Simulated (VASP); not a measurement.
# Zr3Cl (Pm-3m) in VASP: a series of runs, part 2 of 2

VASP 6.6.1. Earlier steps stand in the parts before.

### 3 Relaxation of cell and atoms, PBE

This run uses another cell than the first one, of 18.24 Å³/atom, 0.857 times its volume.

The input, INCAR:

```
SYSTEM = Zr3Cl
PREC = Accurate
ENCUT = 600
EDIFF = 1E-7
ISMEAR = 0
SIGMA = 0.1
LREAL = .False.
LASPH = .True.
NELM = 80
ALGO = Normal
ISIF = 3
LWAVE = .False.
LCHARG = .False.
GGA = PE
IBRION = 2
NSW = 90
EDIFFG = -0.04
```

The input, KPOINTS:

```
Automatic mesh
0
Gamma
  4 4 4
  0 0 0
```

The input, POSCAR:

```
Zr3Cl
1.0
    4.1782405819      0.0000000000      0.0000000000
    0.0000000000      4.1782405819      0.0000000000
    0.0000000000      0.0000000000      4.1782405819
Zr Cl
3 1
Direct
    0.0000000000      0.5000000000      0.5000000000
    0.5000000000      0.0000000000      0.5000000000
    0.5000000000      0.5000000000      0.0000000000
    0.0000000000      0.0000000000      0.0000000000
```

Potentials or basis: VASP PAW PBE potentials, release 64 (Zr_sv, Cl).

Command:

```
cat potpaw_PBE.64/Zr_sv/POTCAR potpaw_PBE.64/Cl/POTCAR > POTCAR
mpirun -np 1 vasp_std > vasp.out
```

OUTCAR:

```text
SYSTEM = Zr3Cl
   PREC = Accurate
   ENCUT = 600
   EDIFF = 1E-7
   ISMEAR = 0
   LREAL = .False.
   LASPH = .True.
   NELM = 80
   ISIF = 3
   GGA = PE
   IBRION = 2
   NSW = 90
   EDIFFG = -0.04

 ion  position               nearest neighbor table
   1  0.000  0.500  0.500-   2 2.95   3 2.95   4 2.95   3 2.95   4 2.95   2 2.95   4 2.95   4 2.95
                             2 2.95   3 2.95   3 2.95   2 2.95
   2  0.500  0.000  0.500-   1 2.95   3 2.95   4 2.95   3 2.95   4 2.95   1 2.95   3 2.95   3 2.95
                             1 2.95   4 2.95   4 2.95   1 2.95
   3  0.500  0.500  0.000-   1 2.95   2 2.95   4 2.95   1 2.95   2 2.95   2 2.95   4 2.95   2 2.95
                             1 2.95   4 2.95   1 2.95   4 2.95
   4  0.000  0.000  0.000-   1 2.95   2 2.95   3 2.95   1 2.95   2 2.95   1 2.95   3 2.95   1 2.95
                             2 2.95   3 2.95   2 2.95   3 2.95

  LATTYP: Found a simple cubic cell.
 ALAT       =     4.1782405819

  Lattice vectors:

 A1 = (   4.1782405819,   0.0000000000,   0.0000000000)
 A2 = (   0.0000000000,   4.1782405819,   0.0000000000)
[... 176 lines left out ...]
 k-point     1 :       0.0000    0.0000    0.0000
  band No.  band energies     occupation
      1     -37.4479      2.00000
      2     -37.0804      2.00000
      3     -37.0804      2.00000
      4     -16.0698      2.00000
      5     -16.0698      2.00000
      6     -16.0698      2.00000
[... 344 lines left out ...]
--------------------------------------- Ionic step        3  -------------------------------------------

 number of electron      42.9999999 magnetization

 Free energy of the ion-electron system (eV)
  ---------------------------------------------------
  ext. energy  EPLUGINS =         0.00000000
  ---------------------------------------------------
  free energy    TOTEN  =       -26.46045537 eV

  energy without entropy =      -26.42646594  energy(sigma->0) =      -26.44346065

 E-fermi :   9.1392     XC(G=0): -11.0281

 val. band max:        9.1260091248   @ k =   0.5000   0.5000   0.2500
 cond. band min:       9.1801275466   @ k =   0.5000   0.2500   0.0000
 fundamental gap:      0.0541184218
 Fermi energy:         9.1391966818

 k-point     1 :       0.0000    0.0000    0.0000
  band No.  band energies     occupation
      1     -39.7094      2.00000
      2     -39.5140      2.00000
      3     -39.5140      2.00000
      4     -18.0893      2.00000
      5     -18.0893      2.00000
      6     -18.0893      2.00000
[... 300 lines left out ...]
  FREE ENERGIE OF THE ION-ELECTRON SYSTEM (eV)
  ---------------------------------------------------
  free  energy   TOTEN  =       -26.4604553704 eV

  energy  without entropy=      -26.4264659370  energy(sigma->0) =      -26.44346065

 reached required accuracy - stopping structural energy minimisation
```

It took 62 s on 1 thread of Intel Xeon Platinum 8488C (Sapphire Rapids), shared host; peak memory 0.21 GiB.

Results:

```yaml
Free_energy: -26.4605 eV
Relaxed_volume: 21.40 Å³/atom
Relaxed_cell: a = 4.407 Å, b = 4.407 Å, c = 4.407 Å, α = 90.00°, β = 90.00°, γ = 90.00°
Space_group_after_relaxing_to_0.05_Å: Pm-3m (No. 221)
Energy_gained_by_relaxing: 129.1 meV/atom
Ionic_steps: 3
Pressure_after_relaxing: 0.0 GPa
```

Step by step:
| step | energy change (eV) | largest force (eV/Å) | pressure (GPa) | volume (Å³) |
| --- | --- | --- | --- | --- |
| 1 | 0.0000 | 0.0000 | 15.18 | 72.94 |
| 2 | -0.4156 | 0.0000 | -4.39 | 92.75 |
| 3 | -0.5164 | 0.0000 | 0.04 | 85.58 |

Final structure:
```cif
data_structure
_symmetry_space_group_name_H-M 'P 1'
_symmetry_Int_Tables_number 1
_cell_length_a 4.4068
_cell_length_b 4.4068
_cell_length_c 4.4068
_cell_angle_alpha 90.000
_cell_angle_beta 90.000
_cell_angle_gamma 90.000
_cell_volume 85.58
loop_
_atom_site_label
_atom_site_type_symbol
_atom_site_fract_x
_atom_site_fract_y
_atom_site_fract_z
_atom_site_occupancy
Zr1 Zr 0.00000 0.50000 0.50000 1
Zr2 Zr 0.50000 0.00000 0.50000 1
Zr3 Zr 0.50000 0.50000 0.00000 1
Cl1 Cl 0.00000 0.00000 0.00000 1
```

Levels at points of the mesh, in eV from the Fermi level:
```csv
k point,band 19,band 20,band 21,band 22,band 23,band 24
"(0.00, 0.00, 0.00)",-2.36,-1.85,-1.85,-1.85,-1.79,2.03
"(0.50, 0.00, 0.00)",-0.74,-0.71,-0.26,0.44,0.44,0.85
"(0.50, 0.50, 0.00)",-0.89,-0.52,0.53,0.53,0.98,1.15
"(0.50, 0.50, 0.50)",-2.54,-0.61,0.53,0.53,0.53,1.51
```

Caveat: the k points lie up to 0.36 Å⁻¹ apart in the final cell; the volume moved by over 15 % at a fixed basis, so the end points are rough; an odd number of electrons without spin polarisation forces a metal; a magnetic or distorted state may lie lower.

### 4 Single point, PBE

This run uses another cell than the first one, of 21.60 Å³/atom, 1.015 times its volume.

The input, INCAR:

```
SYSTEM = Zr3Cl
PREC = Accurate
ENCUT = 520
EDIFF = 1E-7
ISMEAR = 0
SIGMA = 0.1
LREAL = .FALSE.
LASPH = .TRUE.
NELM = 80
ALGO = Normal
ISIF = 2
LWAVE = .FALSE.
LCHARG = .FALSE.
GGA = PE
NBANDS = 30
```

The input, KPOINTS:

```
Automatic mesh
0
G
  10 10 10
  0 0 0
```

The input, POSCAR:

```
Zr3Cl
1.0
    4.4206364120      0.0000000000      0.0000000000
    0.0000000000      4.4206364120      0.0000000000
    0.0000000000      0.0000000000      4.4206364120
Zr Cl
3 1
Direct
    0.0000000000      0.5000000000      0.5000000000
    0.5000000000      0.0000000000      0.5000000000
    0.5000000000      0.5000000000      0.0000000000
    0.0000000000      0.0000000000      0.0000000000
```

Command:

```
cat potpaw_PBE.64/Zr_sv/POTCAR potpaw_PBE.64/Cl/POTCAR > POTCAR
mpirun -np 1 vasp_std > vasp.out
```

Wall time 1.8 min (1 thread of Intel Xeon Platinum 8488C (Sapphire Rapids), shared host); peak memory 0.27 GiB.

It converged, with:

```yaml
Free_energy: -26.4342 eV
Pressure: 0.1 GPa
```

Levels at points of the mesh, in eV from the Fermi level:
```csv
k point,band 19,band 20,band 21,band 22,band 23,band 24
"(0.00, 0.00, 0.00)",-2.30,-1.76,-1.76,-1.76,-1.74,2.06
"(0.50, 0.00, 0.00)",-0.70,-0.69,-0.22,0.49,0.49,0.82
"(0.50, 0.50, 0.00)",-0.83,-0.46,0.58,0.58,0.99,1.17
"(0.50, 0.50, 0.50)",-2.46,-0.57,0.57,0.57,0.57,1.55
```

Caveat: an odd number of electrons without spin polarisation forces a metal; a magnetic or distorted state may lie lower.

### 5 Relaxation of cell and atoms, PBE

The input, INCAR:

```
SYSTEM = Zr3Cl
PREC = Accurate ; ENCUT = 600
EDIFF = 1E-6 ; ISMEAR = 0
SIGMA = 0.1 ; LREAL = .FALSE.
LASPH = .TRUE. ; NELM = 60
ALGO = Normal ; ISIF = 3
LWAVE = .FALSE. ; LCHARG = .FALSE.
GGA = PE ; IBRION = 2
NSW = 100 ; EDIFFG = -0.01
```

KPOINTS is that of step 4.

The input, POSCAR:

```
Zr3Cl
1.0
    4.3983283888      0.0000000000      0.0000000000
    0.0000000000      4.3983283888      0.0000000000
    0.0000000000      0.0000000000      4.3983283888
Zr Cl
3 1
Direct
    0.0000000000      0.5000000000      0.5000000000
    0.5000000000      0.0000000000      0.5000000000
    0.5000000000      0.5000000000      0.0000000000
    0.0000000000      0.0000000000      0.0000000000
```

Command:

```
cat potpaw_PBE.64/Zr_sv/POTCAR potpaw_PBE.64/Cl/POTCAR > POTCAR
mpirun -np 1 vasp_std > vasp.out
```

Wall time 3 min (1 thread of Intel Xeon Platinum 8488C (Sapphire Rapids), shared host); peak memory 0.29 GiB.

Results (log left out):

| Quantity | Value |
| --- | --- |
| Free energy | -26.4337 eV |
| Relaxed volume | 21.62 Å³/atom |
| Relaxed cell | a = 4.422 Å, b = 4.422 Å, c = 4.422 Å, α = 90.00°, β = 90.00°, γ = 90.00° |
| Space group after relaxing (to 0.05 Å) | Pm-3m (No. 221) |
| Energy gained by relaxing | 1.3 meV/atom |
| Ionic steps | 3 |
| Pressure after relaxing | 0.0 GPa |

Step by step:
| step | energy change (eV) | largest force (eV/Å) | pressure (GPa) | volume (Å³) |
| --- | --- | --- | --- | --- |
| 1 | 0.0000 | 0.0000 | 1.21 | 85.09 |
| 2 | -0.0044 | 0.0000 | -0.46 | 87.08 |
| 3 | -0.0052 | 0.0000 | -0.01 | 86.50 |

Final structure:
```
Zr Cl
1.0
     4.42248    0.00000    0.00000
     0.00000    4.42248    0.00000
     0.00000    0.00000    4.42248
Zr Cl
3 1
Direct
  0.00000 0.50000 0.50000
  0.50000 0.00000 0.50000
  0.50000 0.50000 0.00000
  0.00000 0.00000 0.00000
```

Levels at points of the mesh, in eV from the Fermi level:
| k point | band 17 | band 18 | band 19 | band 20 | band 21 | band 22 | band 23 | band 24 | band 25 |
| --- | --- | --- | --- | --- | --- | --- | --- | --- | --- |
| (0.00, 0.00, 0.00) | -4.30 | -2.29 | -2.29 | -1.76 | -1.76 | -1.76 | -1.74 | 2.06 | 2.06 |
| (0.50, 0.00, 0.00) | -2.53 | -1.15 | -0.70 | -0.69 | -0.22 | 0.49 | 0.49 | 0.82 | 0.89 |
| (0.50, 0.50, 0.00) | -1.17 | -0.82 | -0.82 | -0.46 | 0.58 | 0.58 | 0.99 | 1.17 | 1.20 |
| (0.50, 0.50, 0.50) | -2.46 | -2.46 | -2.46 | -0.57 | 0.57 | 0.57 | 0.57 | 1.54 | 1.91 |

Caveat: an odd number of electrons without spin polarisation forces a metal; a magnetic or distorted state may lie lower.

### 6 Summary

```csv
task,cell,k mesh,cutoff (eV),gap on the mesh (eV),pressure (GPa),relaxed volume (Å³/atom)
single point,"a = 4.398 Å, 4 atoms",4 × 4 × 4,520,none,0.4,-
relaxation of cell and atoms,"relaxed from a = 4.178 Å, 4 atoms",4 × 4 × 4,600,none,0.0,21.40
single point,"a = 4.421 Å, 4 atoms",10 × 10 × 10,520,none,0.1,-
relaxation of cell and atoms,"relaxed from a = 4.398 Å, 4 atoms",10 × 10 × 10,600,none,0.0,21.62
```

Alike in all rows: level PBE; potentials or basis VASP PAW PBE potentials, release 64 (Zr_sv, Cl); no spin polarisation; smearing gaussian 0.1 eV.

Caveats: some runs use coarse meshes; an odd number of electrons without spin polarisation forces a metal; a magnetic or distorted state may lie lower; the volume moved by over 15 % at a fixed basis, so the end points are rough (some runs).

Absolute energies hang on the potentials; compare differences alone.
